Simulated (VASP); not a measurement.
# CuPd (Pm-3m) in VASP: a series of runs

Runs on CuPd. Level: LDA. Tasks: single point, relaxation of cell and atoms.

All numbers are computed with VASP 6.6.1; they aren't measurements. Logs are shortened: lines on timing, memory, paths and dates and some standing lists are left out, and cuts for length are marked.

### Step 1. The cell of the first run

It takes space group Pm-3m (No. 221, cubic). The conventional cell has a = 2.930 Å, b = 2.930 Å, c = 2.930 Å, α = 90.00°, β = 90.00°, γ = 90.00°. Within 3.3 Å of Cu (site symmetry m-3m) lie 8 Pd at 2.54 Å and 6 Cu at 2.93 Å. Within 3.3 Å of Pd (site symmetry m-3m) lie 8 Cu at 2.54 Å and 6 Pd at 2.93 Å.

### Step 2. Single point, LDA

File INCAR:

```
PREC = Accurate ; ENCUT = 520
EDIFF = 1E-6 ; ISMEAR = 0
SIGMA = 0.1 ; LREAL = False
LASPH = True ; NELM = 100
ALGO = Normal ; ISIF = 2
LWAVE = False ; LCHARG = False
NBANDS = 18
```

File KPOINTS:

```
Automatic mesh
0
Gamma
  14 14 14
```

File POSCAR:

```
CuPd
1.0
    2.9295710817      0.0000000000      0.0000000000
    0.0000000000      2.9295710817      0.0000000000
    0.0000000000      0.0000000000      2.9295710817
Cu Pd
1 1
Direct
    0.0000000000      0.0000000000      0.0000000000
    0.5000000000      0.5000000000      0.5000000000
```

Potentials or basis: VASP PAW LDA potentials, release 64 (Cu, Pd).

Launch:

```console
$ cat potpaw_LDA.64/Cu/POTCAR potpaw_LDA.64/Pd/POTCAR > POTCAR
$ mpirun -np 1 vasp_std > vasp.out
```

OUTCAR:

```text
PREC = Accurate
   ENCUT = 520
   EDIFF = 1E-6
   ISMEAR = 0
   LREAL = False
   LASPH = True
   NELM = 100
   ISIF = 2

 ion  position               nearest neighbor table
   1  0.000  0.000  0.000-   2 2.54   2 2.54   2 2.54   2 2.54   2 2.54   2 2.54   2 2.54   2 2.54

   2  0.500  0.500  0.500-   1 2.54   1 2.54   1 2.54   1 2.54   1 2.54   1 2.54   1 2.54   1 2.54

  LATTYP: Found a simple cubic cell.
 ALAT       =     2.9295710817

  Lattice vectors:

 A1 = (   2.9295710817,   0.0000000000,   0.0000000000)
 A2 = (   0.0000000000,   2.9295710817,   0.0000000000)
 A3 = (   0.0000000000,   0.0000000000,   2.9295710817)

Analysis of symmetry for initial positions (statically):
=====================================================================
 Subroutine PRICEL returns:
 Original cell was already a primitive cell.

 Routine SETGRP: Setting up the symmetry group for a
 simple cubic supercell.

 Subroutine GETGRP returns: Found 48 space group operations
 (whereof 48 operations were pure point group operations)
 out of a pool of 48 trial point group operations.

The static configuration has the point symmetry O_h .

Analysis of symmetry for dynamics (positions and initial velocities):
=====================================================================
 Subroutine PRICEL returns:
 Original cell was already a primitive cell.

 Routine SETGRP: Setting up the symmetry group for a
 simple cubic supercell.

 Subroutine GETGRP returns: Found 48 space group operations
 (whereof 48 operations were pure point group operations)
 out of a pool of 48 trial point group operations.

The dynamic configuration has the point symmetry O_h .

 Subroutine INISYM returns: Found 48 space group operations
 (whereof 48 operations are pure point group operations),
 and found     1 'primitive' translations

----------------------------------------------------------------------------------------

                                     Primitive cell

  volume of cell :      25.1427

  direct lattice vectors                    reciprocal lattice vectors
     2.929571082  0.000000000  0.000000000     0.341346898  0.000000000  0.000000000
     0.000000000  2.929571082  0.000000000     0.000000000  0.341346898  0.000000000
     0.000000000  0.000000000  2.929571082     0.000000000  0.000000000  0.341346898

  length of vectors
     2.929571082  2.929571082  2.929571082     0.341346898  0.341346898  0.341346898

  position of ions in fractional coordinates (direct lattice)
     0.000000000  0.000000000  0.000000000
     0.500000000  0.500000000  0.500000000

  ion indices of the primitive-cell ions
   primitive index   ion index
                 1           1
                 2           2

----------------------------------------------------------------------------------------

 KPOINTS: Automatic mesh

Automatic generation of k-mesh.
 Grid dimensions read from file:
 generate k-points for:   14   14   14

 Generating k-lattice:

  Cartesian coordinates                     Fractional coordinates (reciprocal lattice)
     0.024381921  0.000000000  0.000000000     0.071428571  0.000000000  0.000000000
     0.000000000  0.024381921  0.000000000     0.000000000  0.071428571  0.000000000
     0.000000000  0.000000000  0.024381921     0.000000000  0.000000000  0.071428571

  Length of vectors
     0.024381921  0.024381921  0.024381921

  Shift w.r.t. Gamma in fractional coordinates (k-lattice)
     0.000000000  0.000000000  0.000000000

 Subroutine IBZKPT returns following result:
 ===========================================

 Found    120 irreducible k-points:

 Following reciprocal coordinates:
            Coordinates               Weight
  0.000000  0.000000  0.000000      1.000000
  0.071429  0.000000  0.000000      6.000000
  0.142857  0.000000  0.000000      6.000000
  0.214286  0.000000  0.000000      6.000000
  0.285714  0.000000  0.000000      6.000000
  0.357143  0.000000  0.000000      6.000000
[... 16 lines left out ...]
  0.285714  0.214286  0.000000     24.000000
  0.357143  0.214286  0.000000     24.000000
 [... further k-points ...]
   k-points           NKPTS =    120   k-points in BZ     NKDIM =    120   number of bands    NBANDS=     18
   number of dos      NEDOS =    301   number of ions     NIONS =      2
   total plane-waves  NPLWV =  13824
   dimension x,y,z NGX =    24 NGY =   24 NGZ =   24
   dimension x,y,z NGXF=    48 NGYF=   48 NGZF=   48
   ions per type =               1   1
   NGX,Y,Z   is equivalent  to a cutoff of  13.62, 13.62, 13.62 a.u.
   NGXF,Y,Z  is equivalent  to a cutoff of  27.24, 27.24, 27.24 a.u.
 SYSTEM =  unknown system
   PREC   = accura    normal or accurate (medium, high low for compatibility)
   ISTART =      0    job   : 0-new  1-cont  2-samecut
   ICHARG =      2    charge: 1-file 2-atom 10-const
   ISPIN  =      1    spin polarized calculation?
   LNONCOLLINEAR =      F non collinear calculations
   LSORBIT =      F    spin-orbit coupling
   LASPH  =      T    aspherical Exc in radial PAW
   ENCUT  =  520.0 eV  38.22 Ry    6.18 a.u.   5.45  5.45  5.45*2*pi/ulx,y,z
   NELM   =    100;   NELMIN=  2; NELMDL= -5     # of ELM steps
   EDIFF  = 0.1E-05   stopping-criterion for ELM
   LREAL  =      F    real-space projection
   EDIFFG = 0.1E-04   stopping-criterion for IOM
   NSW    =      0    number of steps for IOM
   IBRION =     -1    ionic relax: 0-MD 1-quasi-New 2-CG
   NFREE  =      0    steps in history (QN), initial steepest desc. (CG)
   ISIF   =      2    stress and relaxation
   ISYM   =      2    0-nonsym 1-usesym 2-fastsym
   POTIM  = 0.5000    time-step for ionic-motion
   TEBEG  =    0.0;   TEEND  =   0.0 temperature during run
   PSTRESS=    0.0 pullay stress
   NELECT =      21.0000    total number of electrons
   NUPDOWN=      -1.0000    fix difference up-down
   EMIN   =  10.00;   EMAX   =-10.00  energy-range for DOS
   EFERMI =   0.00;   METHOD = LEGACY
   ISMEAR =     0;   SIGMA  =   0.10  broadening in eV -4-tet -1-fermi 0-gaus
   EFERMI_NEDOS =   21; number of points for ismear=-14 and -15
   IALGO  =     38    algorithm
   IMIX   =      4    mixing-type and parameters
     AMIX     =   0.40;   BMIX     =  1.00
     AMIX_MAG =   1.60;   BMIX_MAG =  1.00
  volume/ion in A,a.u.               =      12.57        84.84
  Fermi-wavevector in a.u.,A,eV,Ry     =   1.541738  2.913462 32.340447  2.376956
  Thomas-Fermi vector in A             =   2.647641
   LORBIT       =      0    0 simple, 1 ext, 2 COOP (PROOUT), +10 PAW based schemes
   GGA     = CA    functional components
   LHFCALC =     F    Hartree Fock is set to
   AEXX    =    0.0000 exact exchange contribution
   IVDW    =     0    specifies the selected vdW correction
   LEPSILON=     F    determine dielectric tensor
   LRPA    =     F    only Hartree local field effects (RPA)
 non-spin polarized calculation
 Gauss-broadening in eV      SIGMA  =   0.10
  energy-cutoff  :      520.00
  volume of cell :       25.14
 maximum number of plane-waves:       695
 NGX is ok and might be reduce to    24
   NGX = 11   NGY = 11   NGZ = 11

 number of electron      21.0000001 magnetization

 Free energy of the ion-electron system (eV)
  ---------------------------------------------------
  ext. energy  EPLUGINS =         0.00000000
  ---------------------------------------------------
  free energy    TOTEN  =       -11.42570439 eV

  energy without entropy =      -11.41836311  energy(sigma->0) =      -11.42203375

 E-fermi :   8.9960     XC(G=0): -13.6518

 val. band max:        8.9839109897   @ k =   0.2857   0.2857   0.0000
 cond. band min:       8.9960783237   @ k =   0.5000   0.4286   0.0000
 fundamental gap:      0.0121673340
 Fermi energy:         8.9959842802

 k-point     1 :       0.0000    0.0000    0.0000
  band No.  band energies     occupation
      1       0.7956      2.00000
      2       4.0825      2.00000
      3       4.0825      2.00000
      4       6.3525      2.00000
      5       6.3525      2.00000
      6       6.3525      2.00000
[... 10 lines left out ...]
     17      26.9337      0.00000
     18      31.4098      0.00000

 k-point     2 :       0.0714    0.0000    0.0000
  band No.  band energies     occupation
      1       0.8989      2.00000
      2       4.1248      2.00000
      3       4.1376      2.00000
      4       6.3515      2.00000
      5       6.3515      2.00000
      6       6.3802      2.00000
[... 10 lines left out ...]
     17      27.4079      0.00000
     18      31.2919      0.00000

 k-point     3 :       0.1429    0.0000    0.0000
  band No.  band energies     occupation
      1       1.2030      2.00000
      2       4.2497      2.00000
      3       4.2928      2.00000
      4       6.3517      2.00000
      5       6.3517      2.00000
      6       6.4619      2.00000
[... 10 lines left out ...]
     17      29.0562      0.00000
     18      30.9888      0.00000

 k-point     4 :       0.2143    0.0000    0.0000
  band No.  band energies     occupation
      1       1.6899      2.00000
      2       4.4511      2.00000
      3       4.5153      2.00000
      4       6.3616      2.00000
      5       6.3616      2.00000
      6       6.5927      2.00000
[... 10 lines left out ...]
     17      30.6894      0.00000
     18      31.1903      0.00000

 k-point     5 :       0.2857    0.0000    0.0000
  band No.  band energies     occupation
      1       2.3258      2.00000
      2       4.7176      2.00000
      3       4.7475      2.00000
      4       6.3938      2.00000
      5       6.3938      2.00000
      6       6.7640      2.00000
[... 10 lines left out ...]
     17      30.2095      0.00000
     18      30.2096      0.00000

 k-point     6 :       0.3571    0.0000    0.0000
  band No.  band energies     occupation
      1       3.0516      2.00000
      2       4.9045      2.00000
      3       5.0294      2.00000
      4       6.4625      2.00000
      5       6.4625      2.00000
      6       6.8181      2.00000
[... 10 lines left out ...]
     17      28.7725      0.00000
     18      28.7725      0.00000

 k-point     7 :       0.4286    0.0000    0.0000
  band No.  band energies     occupation
      1       3.7566      2.00000
      2       4.8909      2.00000
      3       5.3426      2.00000
      4       6.4951      2.00000
      5       6.5797      2.00000
      6       6.5797      2.00000
[... 10 lines left out ...]
     17      27.1717      0.00000
     18      27.1717      0.00000

 k-point     8 :       0.5000    0.0000    0.0000
  band No.  band energies     occupation
      1       4.1488      2.00000
      2       4.7670      2.00000
      3       5.5115      2.00000
      4       6.3226      2.00000
      5       6.7082      2.00000
      6       6.7082      2.00000
[... 10 lines left out ...]
     17      25.5793      0.00000
     18      26.0716      0.00000
[... 229 lines left out ...]
     17      28.6175      0.00000
     18      28.9959      0.00000

 k-point    20 :       0.4286    0.1429    0.0000
  band No.  band energies     occupation
      1       3.9044      2.00000
      2       4.7379      2.00000
      3       5.5094      2.00000
      4       6.1086      2.00000
      5       6.2645      2.00000
      6       6.5292      2.00000
[... 10 lines left out ...]
     17      27.4091      0.00000
     18      28.7294      0.00000

 k-point    21 :       0.5000    0.1429    0.0000
  band No.  band energies     occupation
      1       4.3460      2.00000
      2       4.4854      2.00000
      3       5.6316      2.00000
      4       6.1787      2.00000
      5       6.2031      2.00000
      6       6.3876      2.00000
[... 10 lines left out ...]
     17      26.1313      0.00000
     18      28.7874      0.00000

 k-point    22 :       0.2143    0.2143    0.0000
  band No.  band energies     occupation
      1       2.4595      2.00000
      2       4.6410      2.00000
      3       5.0165      2.00000
      4       5.9316      2.00000
      5       6.2908      2.00000
      6       7.0546      2.00000
[... 10 lines left out ...]
     17      29.3372      0.00000
     18      30.0773      0.00000

 k-point    23 :       0.2857    0.2143    0.0000
  band No.  band energies     occupation
      1       2.9602      2.00000
      2       4.6980      2.00000
      3       5.3335      2.00000
      4       5.8405      2.00000
      5       6.3377      2.00000
      6       6.7512      2.00000
[... 10 lines left out ...]
     17      28.9542      0.00000
     18      30.5234      0.00000

 k-point    24 :       0.3571    0.2143    0.0000
  band No.  band energies     occupation
      1       3.4741      2.00000
      2       4.6796      2.00000
      3       5.6334      2.00000
      4       5.8057      2.00000
      5       6.4312      2.00000
      6       6.4322      2.00000
[... 10 lines left out ...]
     17      28.4621      0.00000
     18      29.2148      0.00000

 [... further k-points ...]

------------------------ aborting loop because EDIFF is reached ----------------------------------------

  FORCE on cell =-STRESS in cart. coord.  units (eV):
  Direction    XX          YY          ZZ          XY          YZ          ZX
  --------------------------------------------------------------------------------------
  -------------------------------------------------------------------------------------
  Total        0.0982141      0.0982141      0.0982141      0.0000000      0.0000000     -0.0000000
  in kB        6.2585285      6.2585285      6.2585285      0.0000000      0.0000000     -0.0000000
  external PRESSURE =       6.2585285 kB  Pullay stress =       0.0000000 kB

 VOLUME and BASIS-vectors are now :
 -----------------------------------------------------------------------------
  energy-cutoff  :      520.00
  volume of cell :       25.14
      direct lattice vectors                 reciprocal lattice vectors
     2.929571082  0.000000000  0.000000000     0.341346898  0.000000000  0.000000000
     0.000000000  2.929571082  0.000000000     0.000000000  0.341346898  0.000000000
     0.000000000  0.000000000  2.929571082     0.000000000  0.000000000  0.341346898

 POSITION                                       TOTAL-FORCE (eV/Angst)
 -----------------------------------------------------------------------------------
      0.00000      0.00000      0.00000         0.000000      0.000000      0.000000
      1.46479      1.46479      1.46479         0.000000      0.000000      0.000000
 -----------------------------------------------------------------------------------
    total drift:                                0.000000      0.000000     -0.000000

  FREE ENERGIE OF THE ION-ELECTRON SYSTEM (eV)
  ---------------------------------------------------
  free  energy   TOTEN  =       -11.4257043924 eV

  energy  without entropy=      -11.4183631096  energy(sigma->0) =      -11.42203375
```

Run time: 37 s. Hardware: 1 thread of AMD EPYC 7R43 (Zen 3), shared host; peak memory 0.14 GiB.

What came out:

```yaml
Free_energy: -11.4257 eV
Pressure: 0.6 GPa
```

[end of part 1 of 2]
